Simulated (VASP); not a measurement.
A run of VASP 6.6.1 is set up as follows.

INCAR

```
SYSTEM = Br
  PREC = Accurate
  ENCUT = 520
  EDIFF = 1E-6
  ISMEAR = -1
  SIGMA = 0.02
  LREAL = .False.
  LASPH = .True.
  NELM = 100
  ALGO = Normal
  ISIF = 2
  LWAVE = .False.
  LCHARG = .False.
  GGA = PE
  NBANDS = 10
```

File KPOINTS:

```
Automatic mesh
0
Gamma
  8 8 8
  0 0 0
```

POSCAR

```
Br
1.0
   -1.8733785119      1.8733785119      1.8733785119
    1.8733785119     -1.8733785119      1.8733785119
    1.8733785119      1.8733785119     -1.8733785119
Br
1
Direct
    0.0000000000      0.0000000000      0.0000000000
```

Potentials or basis: VASP PAW PBE potentials, release 64 (Br).

Run with:

```console
$ cat potpaw_PBE.64/Br/POTCAR > POTCAR
$ mpirun -np 1 vasp_std > vasp.out
```

Problem. Estimate the pressure.

Solution. 0.6 GPa.

Problem. What does it give for the band gap on the k mesh?

Solution. Zero (an odd number of electrons rules out a gap without spin polarisation).

Caveat: an odd number of electrons without spin polarisation forces a metal; a magnetic or distorted state may lie lower.
